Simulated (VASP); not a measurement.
# BN (P1) in VASP: single point with PBEsol

Aim: the single point of BN with PBEsol.

All numbers are computed with VASP 6.6.1; they aren't measurements. Logs are shortened: lines on timing, memory, paths and dates and some standing lists are left out, and cuts for length are marked.

## (1) The cell of the first run

The typed cell holds 32 atoms: a = 5.088 Å, b = 5.088 Å, c = 8.416 Å, α = 90.00°, β = 90.00°, γ = 120.00°.

## (2) Single point, PBEsol

Input file INCAR:

```
SYSTEM = BN
ALGO = Normal
EDIFF = 1E-6
ENCUT = 520
GGA = PS
ISIF = 2
ISMEAR = -1
LASPH = .TRUE.
LCHARG = .FALSE.
LREAL = Auto
LWAVE = .FALSE.
NBANDS = 86
NELM = 100
PREC = Accurate
SIGMA = 0.112
```

Input file KPOINTS:

```
k-points
0
G
  6 6 2
  0 0 0
```

Input file POSCAR:

```
BN
1.0
    5.0879000026      0.0000000000      0.0000000000
   -2.5439500013      4.4062506542      0.0000000000
    0.0000000000      0.0000000000      8.4156306725
B N
16 16
Direct
    0.1585637460      0.3435328852     -0.0056696880
    0.3352507960      0.1472546732      0.2471112482
    0.1539203557      0.3087404932      0.5078874259
    0.3332021903      0.1914999999      0.7528197525
    0.1512047883      0.8489521576     -0.0052915820
    0.3189550651      0.6507201303      0.2466358234
    0.1677827993      0.8301500044      0.4968943104
    0.3280113940      0.6763042400      0.7535428118
    0.6571795457      0.3167561516      0.0102285858
    0.8536327707      0.1564886009      0.2489945295
    0.6732630276      0.3282977101      0.4858421382
    0.8426843299      0.1649912947      0.7615873663
    0.6575898806      0.8167808149      0.0081541126
    0.8239059421      0.6657544543      0.2428894612
    0.6756714607      0.8305335504      0.5005370559
    0.8450327688      0.6574119875      0.7465171945
    0.1799421378      0.3282511853      0.1759651840
    0.3403478806      0.1552821330      0.4297724248
    0.1602743437      0.3465794663      0.6961932181
    0.3333299220      0.1874550644      0.9362019683
    0.1586082217      0.8424779458      0.1760802081
    0.3347171141      0.6444463157      0.4363170323
    0.1802521963      0.8532837315      0.6960847295
    0.3379562784      0.6942242374      0.9425401742
    0.6824203581      0.3390072688      0.1846491440
    0.8463510377      0.1644377628      0.4358886627
    0.6619162731      0.3347962056      0.6874403387
    0.8233553412      0.1592494515      0.9412433017
    0.6428473431      0.8300528697      0.1870736801
    0.8326038061      0.6643530361      0.4439787278
    0.6735660023      0.8282365863      0.6949264087
    0.8254543308      0.6632048944      0.9434329177
```

Potentials or basis: VASP PAW PBE potentials, release 64 (B, N).

Launch:

```
> cat potpaw_PBE.64/B/POTCAR potpaw_PBE.64/N/POTCAR > POTCAR
> mpirun -np 1 vasp_std > vasp.out
```

OUTCAR:

```text
SYSTEM = BN
   EDIFF = 1E-6
   ENCUT = 520
   GGA = PS
   ISIF = 2
   ISMEAR = -1
   LASPH = .TRUE.
   LREAL = Auto
   NELM = 100
   PREC = Accurate

 ion  position               nearest neighbor table
   1  0.159  0.344  0.994-  17 1.54  20 1.54  28 1.55  24 1.61
   2  0.335  0.147  0.247-  21 1.48  18 1.54  17 1.60  25 1.62
   3  0.154  0.309  0.508-  26 1.49  19 1.59  22 1.60  18 1.64
   4  0.333  0.191  0.753-  19 1.52  20 1.54  27 1.55  23 1.57
   5  0.151  0.849  0.995-  32 1.50  21 1.53  24 1.57  20 1.57
   6  0.319  0.651  0.247-  29 1.52  17 1.54  22 1.60  21 1.66
[... 24 lines left out ...]
  31  0.674  0.828  0.695-  16 1.57  12 1.59   8 1.60  15 1.64
  32  0.825  0.663  0.943-   5 1.50  13 1.52   9 1.63  16 1.66

  LATTYP: Found a hexagonal cell.
 ALAT       =     5.0879000026
 C/A-ratio  =     1.6540479703

  Lattice vectors:

 A1 = (   5.0879000026,   0.0000000000,   0.0000000000)
 A2 = (  -2.5439500013,   4.4062506542,   0.0000000000)
 A3 = (   0.0000000000,   0.0000000000,   8.4156306725)

Analysis of symmetry for initial positions (statically):
=====================================================================
 Subroutine PRICEL returns:
 Original cell was already a primitive cell.

 Routine SETGRP: Setting up the symmetry group for a
 hexagonal supercell.

 Subroutine GETGRP returns: Found  1 space group operations
 (whereof  1 operations were pure point group operations)
 out of a pool of 24 trial point group operations.

The static configuration has the point symmetry C_1 .

Analysis of symmetry for dynamics (positions and initial velocities):
=====================================================================
 Subroutine PRICEL returns:
 Original cell was already a primitive cell.

 Routine SETGRP: Setting up the symmetry group for a
 hexagonal supercell.

 Subroutine GETGRP returns: Found  1 space group operations
 (whereof  1 operations were pure point group operations)
 out of a pool of 24 trial point group operations.

The dynamic configuration has the point symmetry C_1 .

 Subroutine INISYM returns: Found  1 space group operations
 (whereof  1 operations are pure point group operations),
 and found     1 'primitive' translations

----------------------------------------------------------------------------------------

                                     Primitive cell

  volume of cell :     188.6663

  direct lattice vectors                    reciprocal lattice vectors
     5.087900003  0.000000000  0.000000000     0.196544743  0.113475160  0.000000000
    -2.543950001  4.406250654  0.000000000     0.000000000  0.226950321  0.000000000
     0.000000000  0.000000000  8.415630673     0.000000000  0.000000000  0.118826507

  length of vectors
     5.087900003  5.087900003  8.415630673     0.226950321  0.226950321  0.118826507

  position of ions in fractional coordinates (direct lattice)
     0.158563746  0.343532885  0.994330312
     0.335250796  0.147254673  0.247111248
     0.153920356  0.308740493  0.507887426
     0.333202190  0.191500000  0.752819753
     0.151204788  0.848952158  0.994708418
     0.318955065  0.650720130  0.246635823
[... 24 lines left out ...]
     0.673566002  0.828236586  0.694926409
     0.825454331  0.663204894  0.943432918

  ion indices of the primitive-cell ions
   primitive index   ion index
                 1           1
                 2           2
                 3           3
                 4           4
                 5           5
                 6           6
[... 24 lines left out ...]
                31          31
                32          32

----------------------------------------------------------------------------------------

 KPOINTS: k-points

Automatic generation of k-mesh.
 Grid dimensions read from file:
 generate k-points for:    6    6    2

 Generating k-lattice:

  Cartesian coordinates                     Fractional coordinates (reciprocal lattice)
     0.032757457  0.018912527  0.000000000     0.166666667  0.000000000  0.000000000
     0.000000000  0.037825053  0.000000000     0.000000000  0.166666667  0.000000000
     0.000000000  0.000000000  0.059413254     0.000000000  0.000000000  0.500000000

  Length of vectors
     0.037825053  0.037825053  0.059413254

  Shift w.r.t. Gamma in fractional coordinates (k-lattice)
     0.000000000  0.000000000  0.000000000

 Subroutine IBZKPT returns following result:
 ===========================================

 Found     40 irreducible k-points:

 Following reciprocal coordinates:
            Coordinates               Weight
  0.000000  0.000000  0.000000      1.000000
  0.166667  0.000000  0.000000      2.000000
  0.000000  0.166667  0.000000      2.000000
 -0.166667  0.166667  0.000000      2.000000
  0.333333  0.000000  0.000000      2.000000
  0.000000  0.333333  0.000000      2.000000
[... 16 lines left out ...]
  0.000000  0.166667  0.500000      2.000000
 -0.166667  0.166667  0.500000      2.000000
 [... further k-points ...]
   k-points           NKPTS =     40   k-points in BZ     NKDIM =     40   number of bands    NBANDS=     86
   number of dos      NEDOS =    301   number of ions     NIONS =     32
   total plane-waves  NPLWV = 102400
   dimension x,y,z NGX =    40 NGY =   40 NGZ =   64
   dimension x,y,z NGXF=    80 NGYF=   80 NGZF=  128
   ions per type =              16  16
   NGX,Y,Z   is equivalent  to a cutoff of  13.07, 13.07, 12.64 a.u.
   NGXF,Y,Z  is equivalent  to a cutoff of  26.14, 26.14, 25.29 a.u.
 SYSTEM =  BN
   PREC   = accura    normal or accurate (medium, high low for compatibility)
   ISTART =      0    job   : 0-new  1-cont  2-samecut
   ICHARG =      2    charge: 1-file 2-atom 10-const
   ISPIN  =      1    spin polarized calculation?
   LNONCOLLINEAR =      F non collinear calculations
   LSORBIT =      F    spin-orbit coupling
   LASPH  =      T    aspherical Exc in radial PAW
   ENCUT  =  520.0 eV  38.22 Ry    6.18 a.u.   9.46  9.46 15.65*2*pi/ulx,y,z
   NELM   =    100;   NELMIN=  2; NELMDL= -5     # of ELM steps
   EDIFF  = 0.1E-05   stopping-criterion for ELM
   LREAL  =      T    real-space projection
   EDIFFG = 0.1E-04   stopping-criterion for IOM
   NSW    =      0    number of steps for IOM
   IBRION =     -1    ionic relax: 0-MD 1-quasi-New 2-CG
   NFREE  =      0    steps in history (QN), initial steepest desc. (CG)
   ISIF   =      2    stress and relaxation
   ISYM   =      2    0-nonsym 1-usesym 2-fastsym
   POTIM  = 0.5000    time-step for ionic-motion
   TEBEG  =    0.0;   TEEND  =   0.0 temperature during run
   PSTRESS=    0.0 pullay stress
   NELECT =     128.0000    total number of electrons
   NUPDOWN=      -1.0000    fix difference up-down
   EMIN   =  10.00;   EMAX   =-10.00  energy-range for DOS
   EFERMI =   0.00;   METHOD = LEGACY
   ISMEAR =    -1;   SIGMA  =   0.11  broadening in eV -4-tet -1-fermi 0-gaus
   EFERMI_NEDOS =   21; number of points for ismear=-14 and -15
   IALGO  =     38    algorithm
   IMIX   =      4    mixing-type and parameters
     AMIX     =   0.40;   BMIX     =  1.00
     AMIX_MAG =   1.60;   BMIX_MAG =  1.00
  volume/ion in A,a.u.               =       5.90        39.79
  Fermi-wavevector in a.u.,A,eV,Ry     =   1.438512  2.718393 28.154745  2.069315
  Thomas-Fermi vector in A             =   2.557470
   LORBIT       =      0    0 simple, 1 ext, 2 COOP (PROOUT), +10 PAW based schemes
   GGA     = PS    functional components
   LHFCALC =     F    Hartree Fock is set to
   AEXX    =    0.0000 exact exchange contribution
   IVDW    =     0    specifies the selected vdW correction
   LEPSILON=     F    determine dielectric tensor
   LRPA    =     F    only Hartree local field effects (RPA)
 non-spin polarized calculation
  energy-cutoff  :      520.00
  volume of cell :      188.67
 maximum number of plane-waves:      5120
 NGX is ok and might be reduce to    40
   NGX = 19   NGY = 19   NGZ = 31

 number of electron     127.9999996 magnetization

 Free energy of the ion-electron system (eV)
  ---------------------------------------------------
  ext. energy  EPLUGINS =         0.00000000
  ---------------------------------------------------
  free energy    TOTEN  =      -289.74085480 eV

  energy without entropy =     -289.74085480  energy(sigma->0) =     -289.74085480

 E-fermi :  10.0268     XC(G=0): -13.0199

 val. band max:        7.7573639257   @ k =   0.0000   0.0000   0.0000
 cond. band min:      12.3740290696   @ k =   0.3333   0.3333   0.0000
 fundamental gap:      4.6166651439
 Fermi energy:        10.0268246566

 k-point     1 :       0.0000    0.0000    0.0000
  band No.  band energies     occupation
      1     -12.9794      2.00000
      2     -11.5292      2.00000
      3     -11.4552      2.00000
      4      -9.0191      2.00000
      5      -8.9413      2.00000
      6      -8.8999      2.00000
[... 68 lines left out ...]
     75      15.1602      0.00000
     76      15.3718      0.00000

 k-point     2 :       0.1667    0.0000    0.0000
  band No.  band energies     occupation
      1     -12.8289      2.00000
      2     -11.3889      2.00000
      3     -11.3174      2.00000
      4      -9.5787      2.00000
      5      -9.1342      2.00000
      6      -8.9795      2.00000
[... 68 lines left out ...]
     75      15.2000      0.00000
     76      15.3868      0.00000

 k-point     3 :       0.0000    0.1667    0.0000
  band No.  band energies     occupation
      1     -12.8286      2.00000
      2     -11.3875      2.00000
      3     -11.3151      2.00000
      4      -9.5860      2.00000
      5      -9.1481      2.00000
      6      -8.9941      2.00000
[... 1648 lines left out ...]
     75      15.0201      0.00000
     76      15.3221      0.00000

 k-point    24 :      -0.1667    0.1667    0.5000
  band No.  band energies     occupation
      1     -12.5845      2.00000
      2     -12.2888      2.00000
      3     -10.0221      2.00000
      4      -9.5170      2.00000
      5      -9.4514      2.00000
      6      -9.2245      2.00000
[... 68 lines left out ...]
     75      15.0729      0.00000
     76      15.2888      0.00000

 [... further k-points ...]

 [bands above 76 left out]

------------------------ aborting loop because EDIFF is reached ----------------------------------------

  FORCE on cell =-STRESS in cart. coord.  units (eV):
  Direction    XX          YY          ZZ          XY          YZ          ZX
  --------------------------------------------------------------------------------------
  -------------------------------------------------------------------------------------
  Total        1.1034787      1.9380759      4.3392235      0.9747816      1.6382182      0.2596573
  in kB        9.3708737     16.4583741     36.8492088      8.2779631     13.9119465      2.2050414
  external PRESSURE =      20.8928189 kB  Pullay stress =       0.0000000 kB

 VOLUME and BASIS-vectors are now :
 -----------------------------------------------------------------------------
  energy-cutoff  :      520.00
  volume of cell :      188.67
      direct lattice vectors                 reciprocal lattice vectors
     5.087900003  0.000000000  0.000000000     0.196544743  0.113475160  0.000000000
    -2.543950001  4.406250654  0.000000000     0.000000000  0.226950321  0.000000000
     0.000000000  0.000000000  8.415630673     0.000000000  0.000000000  0.118826507

 POSITION                                       TOTAL-FORCE (eV/Angst)
 -----------------------------------------------------------------------------------
     -0.06717      1.51369      8.36792         0.887029      0.336887      0.829660
      1.33111      0.64884      2.07960        -0.414722      2.561078     -0.677444
     -0.00229      1.36039      4.27419         1.415576      2.823897     -1.128736
      1.20813      0.84380      6.33545         1.921244     -1.089019      0.138104
     -1.39038      3.74070      8.37110         1.820579     -0.263019      0.366618
     -0.03259      2.86724      2.07560        -0.021667      0.540421      0.372361
[... 24 lines left out ...]
      1.32004      3.64942      5.84824        -0.660908      0.873345     -1.503232
      2.51267      2.92225      7.93958         0.498066     -0.804459     -1.318641
 -----------------------------------------------------------------------------------
    total drift:                                0.004958     -0.003395      0.000611

  FREE ENERGIE OF THE ION-ELECTRON SYSTEM (eV)
  ---------------------------------------------------
  free  energy   TOTEN  =      -289.7408547981 eV

  energy  without entropy=     -289.7408547977  energy(sigma->0) =     -289.74085480
```

Wall time 31 min (1 thread of Intel Xeon Platinum 8259CL at 2.50GHz (Skylake/Cascade Lake), shared host); peak memory 0.55 GiB.

Results:

| Item | Value |
| --- | --- |
| Free energy | -289.7409 eV |
| Pressure | 2.1 GPa |
| Largest force | 3.478 eV/Å |
| Band gap on the k mesh | 4.62 eV (least direct gap 5.49 eV) |

Forces on the atoms (eV/Å):
```
B    0.887  0.337  0.830
B   -0.415  2.561 -0.677
B    1.416  2.824 -1.129
B    1.921 -1.089  0.138
B    1.821 -0.263  0.367
B   -0.022  0.540  0.372
B    1.342 -0.566  0.962
B    1.912  1.318  0.632
B   -0.071  1.990 -2.798
B   -1.954  1.130 -0.568
B   -0.576 -0.031  3.035
B   -2.740 -0.964 -1.639
B   -1.040  1.835 -1.907
B    0.469  0.409  1.039
B   -1.434 -0.726  1.143
B   -2.340  1.149  1.437
N   -1.643 -0.198  2.608
N   -0.823 -0.264  1.364
N    0.960 -0.989 -1.625
N   -0.099 -1.069  0.168
N    0.550 -2.207  2.631
N   -1.628  1.353  0.477
N   -0.767 -1.152 -2.489
N   -0.770 -2.856 -1.433
N   -0.527 -1.762  2.295
N   -0.887 -1.170 -0.329
N    1.540 -0.552 -0.586
N    0.680  0.566  0.434
N    3.161 -0.226  0.975
N    1.240  0.002 -2.904
N   -0.661  0.873 -1.503
N    0.498 -0.804 -1.319
```

Caveat: the atoms stand as in a frame of molecular dynamics; the structure was generated, so it needn't be the stable form of BN; the PAW data sets were made with another functional, which shifts forces and pressure a little. A k mesh can miss the band edges.
